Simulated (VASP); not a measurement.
**HfB: single point with PBEsol**

HfB:

```
Hf B
1.0
     0.00000    2.39370    2.39370
     2.39370    0.00000    2.39370
     2.39370    2.39370    0.00000
Hf B
1 1
Direct
  0.49905 0.50095 0.50095
  0.01573 0.98427 0.98427
```

This cell differs from its parent crystal: atoms displaced along a vibrational mode.

```json
{
  "Program": "VASP 6.6.1",
  "Task": "single point",
  "Functional": "PBEsol",
  "Potentials or basis": "VASP PAW PBE potentials, release 64 (Hf_pv, B)",
  "Cutoff": "520 eV",
  "k mesh": "16 × 16 × 16",
  "Occupations": "gaussian, width 0.15 eV",
  "Spin": "no spin polarisation",
  "Dipole correction": "no",
  "Further INCAR settings": "ALGO = Normal; EDIFF = 1e-07; NBANDS = 14"
}
```

```json
{
  "Pressure": "0.8 GPa",
  "Largest force": "0.691 eV/Å",
  "Band gap on the k mesh": "zero (an odd number of electrons rules out a gap without spin polarisation)"
}
```

Forces on the atoms (eV/Å):
```
Hf  -0.691  0.000  0.000
B    0.691  0.000  0.000
```

Stress tensor (GPa, compression positive):
```
1.79 0.00 0.00
0.00 0.26 0.00
0.00 0.00 0.26
```

Levels at points of the mesh, in eV from the Fermi level:
```csv
k point,band 5,band 6,band 7,band 8,band 9,band 10
"(0.00, 0.00, 0.00)",1.92,1.92,2.03,3.14,3.79,3.81
"(0.50, 0.00, 0.00)",-4.33,-1.19,-1.19,5.78,5.80,6.66
"(0.50, 0.50, 0.00)",-1.19,-0.96,2.02,2.12,5.58,6.96
"(0.00, 0.50, 0.50)",-1.17,-0.89,2.04,2.04,5.55,6.96
```

Wall time 61 s on 1 thread of Intel(R) Xeon(R) 6975P-C (Granite Rapids), with other jobs on the host, peak memory 0.27 GiB.

Caveat: the cell differs from its parent crystal (atoms displaced along a vibrational mode); the PAW data sets were made with another functional, which shifts forces and pressure a little; spin-orbit coupling is left out, which moves the levels of the heavy elements.
